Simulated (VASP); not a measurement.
Wanted: the native input for a VASP 6.6.1 run.

```
Task                   : single point
Functional             : PBEsol
Potentials or basis    : VASP PAW PBE potentials, release 64 (Zn)
Cutoff                 : 520 eV
k mesh                 : 18 × 18 × 6
Occupations            : gaussian, width 0.1 eV
Spin                   : no spin polarisation
Dipole correction      : no
Further INCAR settings : ALGO = Normal; EDIFF = 1e-06; NBANDS = 25
```

The structure of Zn lies in POSCAR:

```
Zn
1.0
    2.2028922360     -1.2552577584      0.0205723035
    2.2028922360      1.2552577584      0.0205723035
   -1.4796922381      0.0000000000      7.1210551018
Zn
3
Direct
   -0.0214913006     -0.0214913006     -0.0167635500
    0.2303584200      0.2303584200      0.6360378388
    0.7911328806      0.7911328806      0.3807257111
```

This cell differs from its parent crystal: strained and its atoms moved.

One way to write it, as run:

INCAR

```
  PREC = Accurate
  ENCUT = 520
  EDIFF = 1E-6
  ISMEAR = 0
  SIGMA = 0.1
  LREAL = F
  LASPH = T
  NELM = 100
  ALGO = Normal
  ISIF = 2
  LWAVE = F
  LCHARG = F
  GGA = PS
  NBANDS = 25
```

KPOINTS

```
Automatic mesh
0
Gamma
  18 18 6
```

Potentials or basis: VASP PAW PBE potentials, release 64 (Zn).

Run with:

```bash
$ cat potpaw_PBE.64/Zn/POTCAR > POTCAR
$ mpirun -np 1 vasp_std > vasp.out
```

Results of the run:

```json
{
  "Pressure": "20.4 GPa",
  "Largest force": "3.372 eV/Å",
  "Band gap on the k mesh": "zero (band 18 reaches 5.49 eV, above the bottom of band 19 at 0.84 eV)"
}
```

Caveat: the cell differs from its parent crystal (strained and its atoms moved); the PAW data sets were made with another functional, which shifts forces and pressure a little.

It took 4.5 min on 1 thread of Intel(R) Xeon(R) Platinum 8488C (Sapphire Rapids), with other jobs on the host, peak memory 0.46 GiB.
